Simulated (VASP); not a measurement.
The system is Sn3Se.

```xyz
4
Lattice="0.0000 3.7579 3.7579 3.7579 0.0000 3.7579 3.7579 3.7579 0.0000" Properties=species:S:1:pos:R:3 pbc="T T T"
Sn    3.7579    3.7579    3.7579
Sn    5.6368    5.6368    5.6368
Sn    1.8789    1.8789    1.8789
Se    0.0000    0.0000    0.0000
```

This cell differs from its parent crystal: volume scaled by 1.02.

Base run:

| Property | Result |
| --- | --- |
| Program | VASP 6.6.1 |
| Functional | PBEsol |
| Potentials or basis | VASP PAW PBE potentials, release 64 (Sn_d, Se) |
| Cutoff | 520 eV |
| k mesh | 6 × 6 × 6 |
| Occupations | fermi-dirac, width 0.05 eV |
| Spin | no spin polarisation |

Its results: band gap on the k mesh zero (band 24 reaches 7.45 eV, above the bottom of band 25 at 5.57 eV); pressure -4.0 GPa.

Q: The run is repeated on the same cell with these changes: functional from PBEsol to r2SCAN. What comes out?

A: Band gap on the k mesh zero (band 24 reaches 7.46 eV, above the bottom of band 25 at 5.66 eV); pressure -2.3 GPa.

Caveats: the PAW data sets were made with another functional, which shifts forces and pressure a little; spin-orbit coupling is left out, which moves the levels of the heavy elements.
